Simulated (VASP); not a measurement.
# CdTe (rocksalt type) (Fm-3m) in VASP: a series of runs

Runs on CdTe (rocksalt type). Level: PBEsol. Tasks: relaxation of cell and atoms, single point.

All numbers are computed with VASP 6.6.1; they aren't measurements. Logs are shortened: lines on timing, memory, paths and dates and some standing lists are left out, and cuts for length are marked.

## Step 1: The cell of the first run

Symmetry: Fm-3m, No. 225, cubic system. The conventional cell has a = 5.796 Å, b = 5.796 Å, c = 5.796 Å, α = 90.00°, β = 90.00°, γ = 90.00°. Within 3.8 Å of Cd (site symmetry m-3m) lie 6 Te at 2.90 Å. Te (site symmetry m-3m) has 6 Cd at 2.90 Å within 3.8 Å.

## Step 2: Relaxation of cell and atoms, PBEsol

Contents of INCAR:

```
SYSTEM = CdTe
PREC = Accurate
ENCUT = 600
EDIFF = 1E-7
ISMEAR = -1
SIGMA = 0.05
LREAL = .FALSE.
LASPH = .TRUE.
NELM = 60
ALGO = Normal
ISIF = 3
LWAVE = .FALSE.
LCHARG = .FALSE.
GGA = PS
IBRION = 2
NSW = 60
EDIFFG = -0.005
```

Contents of KPOINTS:

```
Automatic mesh
0
G
  13 13 13
  0 0 0
```

Contents of POSCAR:

```
CdTe
1.0
    0.0000000000      2.8981565878      2.8981565878
    2.8981565878      0.0000000000      2.8981565878
    2.8981565878      2.8981565878      0.0000000000
Cd Te
1 1
Direct
    0.0000000000      0.0000000000      0.0000000000
    0.5000000000      0.5000000000      0.5000000000
```

Potentials or basis: VASP PAW PBE potentials, release 64 (Cd, Te).

On the command line:

```
$ cat potpaw_PBE.64/Cd/POTCAR potpaw_PBE.64/Te/POTCAR > POTCAR
$ mpirun -np 1 vasp_std > vasp.out
```

OUTCAR:

```text
SYSTEM = CdTe
   PREC = Accurate
   ENCUT = 600
   EDIFF = 1E-7
   ISMEAR = -1
   LREAL = .FALSE.
   LASPH = .TRUE.
   NELM = 60
   ISIF = 3
   GGA = PS
   IBRION = 2
   NSW = 60
   EDIFFG = -0.005

 ion  position               nearest neighbor table
   1  0.000  0.000  0.000-   2 2.90   2 2.90   2 2.90   2 2.90   2 2.90   2 2.90
   2  0.500  0.500  0.500-   1 2.90   1 2.90   1 2.90   1 2.90   1 2.90   1 2.90

  LATTYP: Found a face centered cubic cell.
 ALAT       =     5.7963131756

  Lattice vectors:

 A1 = (   0.0000000000,   2.8981565878,   2.8981565878)
 A2 = (   2.8981565878,   0.0000000000,   2.8981565878)
 A3 = (   2.8981565878,   2.8981565878,   0.0000000000)

Analysis of symmetry for initial positions (statically):
=====================================================================
 Subroutine PRICEL returns:
 Original cell was already a primitive cell.

 Routine SETGRP: Setting up the symmetry group for a
 face centered cubic supercell.

 Subroutine GETGRP returns: Found 48 space group operations
 (whereof 48 operations were pure point group operations)
 out of a pool of 48 trial point group operations.

The static configuration has the point symmetry O_h .

Analysis of symmetry for dynamics (positions and initial velocities):
=====================================================================
 Subroutine PRICEL returns:
 Original cell was already a primitive cell.

 Routine SETGRP: Setting up the symmetry group for a
 face centered cubic supercell.

 Subroutine GETGRP returns: Found 48 space group operations
 (whereof 48 operations were pure point group operations)
 out of a pool of 48 trial point group operations.

The dynamic configuration has the point symmetry O_h .

 Subroutine INISYM returns: Found 48 space group operations
 (whereof 48 operations are pure point group operations),
 and found     1 'primitive' translations

----------------------------------------------------------------------------------------

                                     Primitive cell

  volume of cell :      48.6850

  direct lattice vectors                    reciprocal lattice vectors
     0.000000000  2.898156588  2.898156588    -0.172523459  0.172523459  0.172523459
     2.898156588  0.000000000  2.898156588     0.172523459 -0.172523459  0.172523459
     2.898156588  2.898156588  0.000000000     0.172523459  0.172523459 -0.172523459

  length of vectors
     4.098612352  4.098612352  4.098612352     0.298819397  0.298819397  0.298819397

  position of ions in fractional coordinates (direct lattice)
     0.000000000  0.000000000  0.000000000
     0.500000000  0.500000000  0.500000000

  ion indices of the primitive-cell ions
   primitive index   ion index
                 1           1
                 2           2

----------------------------------------------------------------------------------------

 KPOINTS: Automatic mesh

Automatic generation of k-mesh.
 Grid dimensions read from file:
 generate k-points for:   13   13   13

 Generating k-lattice:

  Cartesian coordinates                     Fractional coordinates (reciprocal lattice)
    -0.013271035  0.013271035  0.013271035     0.076923077  0.000000000  0.000000000
     0.013271035 -0.013271035  0.013271035     0.000000000  0.076923077  0.000000000
     0.013271035  0.013271035 -0.013271035     0.000000000  0.000000000  0.076923077

  Length of vectors
     0.022986107  0.022986107  0.022986107

  Shift w.r.t. Gamma in fractional coordinates (k-lattice)
     0.000000000  0.000000000  0.000000000

 Subroutine IBZKPT returns following result:
 ===========================================

 Found     84 irreducible k-points:

 Following reciprocal coordinates:
            Coordinates               Weight
  0.000000  0.000000  0.000000      1.000000
  0.076923  0.000000  0.000000      8.000000
  0.153846  0.000000  0.000000      8.000000
  0.230769  0.000000  0.000000      8.000000
  0.307692  0.000000  0.000000      8.000000
  0.384615  0.000000  0.000000      8.000000
[... 16 lines left out ...]
  0.384615  0.153846  0.000000     24.000000
  0.461538  0.153846  0.000000     24.000000
 [... further k-points ...]
   k-points           NKPTS =     84   k-points in BZ     NKDIM =     84   number of bands    NBANDS=     13
   number of dos      NEDOS =    301   number of ions     NIONS =      2
   total plane-waves  NPLWV =  46656
   dimension x,y,z NGX =    36 NGY =   36 NGZ =   36
   dimension x,y,z NGXF=    72 NGYF=   72 NGZF=   72
   ions per type =               1   1
   NGX,Y,Z   is equivalent  to a cutoff of  14.60, 14.60, 14.60 a.u.
   NGXF,Y,Z  is equivalent  to a cutoff of  29.20, 29.20, 29.20 a.u.
 SYSTEM =  CdTe
   PREC   = accura    normal or accurate (medium, high low for compatibility)
   ISTART =      0    job   : 0-new  1-cont  2-samecut
   ICHARG =      2    charge: 1-file 2-atom 10-const
   ISPIN  =      1    spin polarized calculation?
   LNONCOLLINEAR =      F non collinear calculations
   LSORBIT =      F    spin-orbit coupling
   LASPH  =      T    aspherical Exc in radial PAW
   ENCUT  =  600.0 eV  44.10 Ry    6.64 a.u.   8.19  8.19  8.19*2*pi/ulx,y,z
   NELM   =     60;   NELMIN=  2; NELMDL= -5     # of ELM steps
   EDIFF  = 0.1E-06   stopping-criterion for ELM
   LREAL  =      F    real-space projection
   EDIFFG = -.5E-02   stopping-criterion for IOM
   NSW    =     60    number of steps for IOM
   IBRION =      2    ionic relax: 0-MD 1-quasi-New 2-CG
   NFREE  =      1    steps in history (QN), initial steepest desc. (CG)
   ISIF   =      3    stress and relaxation
   ISYM   =      2    0-nonsym 1-usesym 2-fastsym
   POTIM  = 0.5000    time-step for ionic-motion
   TEBEG  =    0.0;   TEEND  =   0.0 temperature during run
   PSTRESS=    0.0 pullay stress
   NELECT =      18.0000    total number of electrons
   NUPDOWN=      -1.0000    fix difference up-down
   EMIN   =  10.00;   EMAX   =-10.00  energy-range for DOS
   EFERMI =   0.00;   METHOD = LEGACY
   ISMEAR =    -1;   SIGMA  =   0.05  broadening in eV -4-tet -1-fermi 0-gaus
   EFERMI_NEDOS =   21; number of points for ismear=-14 and -15
   IALGO  =     38    algorithm
   IMIX   =      4    mixing-type and parameters
     AMIX     =   0.40;   BMIX     =  1.00
     AMIX_MAG =   1.60;   BMIX_MAG =  1.00
  volume/ion in A,a.u.               =      24.34       164.27
  Fermi-wavevector in a.u.,A,eV,Ry     =   1.174989  2.220407 18.784194  1.380599
  Thomas-Fermi vector in A             =   2.311377
   LORBIT       =      0    0 simple, 1 ext, 2 COOP (PROOUT), +10 PAW based schemes
   GGA     = PS    functional components
   LHFCALC =     F    Hartree Fock is set to
   AEXX    =    0.0000 exact exchange contribution
   IVDW    =     0    specifies the selected vdW correction
   LEPSILON=     F    determine dielectric tensor
   LRPA    =     F    only Hartree local field effects (RPA)
 conjugate gradient relaxation of ions
 non-spin polarized calculation
  energy-cutoff  :      600.00
  volume of cell :       48.69
 maximum number of plane-waves:      1639
 NGX is ok and might be reduce to    36
   NGX = 17   NGY = 17   NGZ = 17

--------------------------------------- Ionic step        1  -------------------------------------------

 number of electron      18.0000000 magnetization

 Free energy of the ion-electron system (eV)
  ---------------------------------------------------
  ext. energy  EPLUGINS =         0.00000000
  ---------------------------------------------------
  free energy    TOTEN  =        -5.12749577 eV

  energy without entropy =       -5.12078744  energy(sigma->0) =       -5.12414161

 E-fermi :   5.4932     XC(G=0): -10.6232

 val. band max:        5.4839045093   @ k =   0.3846   0.3077   0.0000
 cond. band min:       5.5054437272   @ k =  -0.3077   0.1538   0.0000
 fundamental gap:      0.0215392179
 Fermi energy:         5.4931846467

 k-point     1 :       0.0000    0.0000    0.0000
  band No.  band energies     occupation
      1      -7.2078      2.00000
      2      -3.1700      2.00000
      3      -3.1700      2.00000
      4      -3.1180      2.00000
      5      -3.1180      2.00000
      6      -3.1180      2.00000
      7       4.8817      1.99999
      8       4.8817      1.99999
      9       4.8817      1.99999
     10       6.6017      0.00000
     11      12.6339      0.00000
     12      12.6339      0.00000
     13      12.6339      0.00000
[... 819 lines left out ...]
 POSITION                                       TOTAL-FORCE (eV/Angst)
 -----------------------------------------------------------------------------------
      3.06335     -0.00000      3.06335        -0.000000      0.000000      0.000000
      3.06335      3.06335      3.06335         0.000000     -0.000000     -0.000000
 -----------------------------------------------------------------------------------
    total drift:                                0.000000      0.000000      0.000000

  FREE ENERGIE OF THE ION-ELECTRON SYSTEM (eV)
  ---------------------------------------------------
  free  energy   TOTEN  =        -5.2161484517 eV

  energy  without entropy=       -5.2079529548  energy(sigma->0) =       -5.21205070

--------------------------------------- Ionic step        3  -------------------------------------------

 number of electron      18.0000003 magnetization

 Free energy of the ion-electron system (eV)
  ---------------------------------------------------
  ext. energy  EPLUGINS =         0.00000000
  ---------------------------------------------------
  free energy    TOTEN  =        -5.24744322 eV

  energy without entropy =       -5.23968918  energy(sigma->0) =       -5.24356620

 E-fermi :   4.2792     XC(G=0): -10.1133

 val. band max:        4.2720395325   @ k =  -0.3077   0.1538   0.0000
 cond. band min:       4.2810128027   @ k =   0.4615   0.0000   0.0000
 fundamental gap:      0.0089732702
 Fermi energy:         4.2792387750

 k-point     1 :       0.0000    0.0000    0.0000
  band No.  band energies     occupation
      1      -7.6354      2.00000
      2      -4.0618      2.00000
      3      -4.0618      2.00000
      4      -4.0165      2.00000
      5      -4.0165      2.00000
      6      -4.0165      2.00000
      7       3.7959      1.99987
      8       3.7959      1.99987
      9       3.7959      1.99987
     10       4.7833      0.00008
     11      11.3889      0.00000
     12      11.3889      0.00000
     13      11.3889      0.00000
[... 390 lines left out ...]
 POSITION                                       TOTAL-FORCE (eV/Angst)
 -----------------------------------------------------------------------------------
      0.00000      0.00000      0.00000         0.000000      0.000000      0.000000
      3.00317      3.00317      3.00317        -0.000000      0.000000     -0.000000
 -----------------------------------------------------------------------------------
    total drift:                               -0.000000      0.000000      0.000000

  FREE ENERGIE OF THE ION-ELECTRON SYSTEM (eV)
  ---------------------------------------------------
  free  energy   TOTEN  =        -5.2474432155 eV

  energy  without entropy=       -5.2396891822  energy(sigma->0) =       -5.24356620

 reached required accuracy - stopping structural energy minimisation
```

Wall time 4.8 min (1 thread of AMD EPYC 7R13, shared host); peak memory 0.23 GiB.

What came out:

- Free energy: -5.2474 eV
- Relaxed volume: 27.09 Å³/atom
- Relaxed cell: a = 4.247 Å, b = 4.247 Å, c = 4.247 Å, α = 60.00°, β = 60.00°, γ = 60.00°
- Space group after relaxing (to 0.05 Å): Fm-3m (No. 225)
- Energy gained by relaxing: 60.0 meV/atom
- Ionic steps: 3
- Pressure after relaxing: 0.0 GPa
- Band gap on the k mesh: zero (band 9 reaches 4.40 eV, above the bottom of band 10 at 3.00 eV)

Step by step:
```tsv
step	energy change (eV)	largest force (eV/Å)	pressure (GPa)	volume (Å³)
1	0.0000	0.0000	7.78	48.69
2	-0.0887	0.0000	-2.85	57.49
3	-0.1199	0.0000	0.02	54.17
```

Final structure:
```yaml
crystal:
  lattice:
    - [0.00000, 3.00317, 3.00317]
    - [3.00317, 0.00000, 3.00317]
    - [3.00317, 3.00317, 0.00000]
  atoms:
    - { symbol: Cd, position: [0.00000, 0.00000, 0.00000] }
    - { symbol: Te, position: [0.50000, 0.50000, 0.50000] }
```

Levels at points of the mesh, in eV from the Fermi level:
```csv
k point,band 5,band 6,band 7,band 8,band 9,band 10,band 11,band 12,band 13
"(0.00, 0.00, 0.00)",-8.30,-8.30,-0.48,-0.48,-0.48,0.50,7.11,7.11,7.11
```

Caveat: the PAW data sets were made with another functional, which shifts forces and pressure a little; spin-orbit coupling is left out, which moves the levels of the heavy elements.

(Part 1 of 3 ends here.)
